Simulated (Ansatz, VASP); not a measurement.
## Two plane-wave programs on HfO2

```
Hf O
1.0
     0.00000    2.52918    2.46064
     2.52918    0.00000    2.46064
     2.52918    2.52918    0.00000
Hf O
1 2
Direct
  0.00000 0.00000 0.00000
  0.25000 0.25000 0.25000
  0.75000 0.75000 0.75000
```

Change from the starting cell: uniaxial_z strain -2.7%.

Alike in both runs: task single point; functional PBE; k mesh 8 × 8 × 8; occupations fermi-dirac, width 0.02 eV; no spin polarisation.

|  | VASP | Ansatz |
| --- | --- | --- |
| version | VASP 6.6.1 | Ansatz 0.2.0 |
| potentials or method | VASP PAW PBE potentials, release 64 (Hf_pv, O) | plane waves, PAW |
| plane-wave cutoff (eV) | 520 | 420 |
| valence electrons in the cell | 22 | 38 |

```csv
,VASP,Ansatz,Ansatz less VASP
gap on the k mesh at the Fermi level (eV),3.59,3.59,-0.005
pressure (GPa),9.8,13.9,+4.09
"traceless stress, the component that is largest in VASP (GPa)",8.95,8.78,-0.176
```

The functional is the same, so the differences come from potentials, cutoffs and numerics. VASP's potentials hold 22 valence electrons a cell and Ansatz's 38, so a difference there can come from the potentials and not from the codes.

Neither program's run includes spin-orbit coupling.
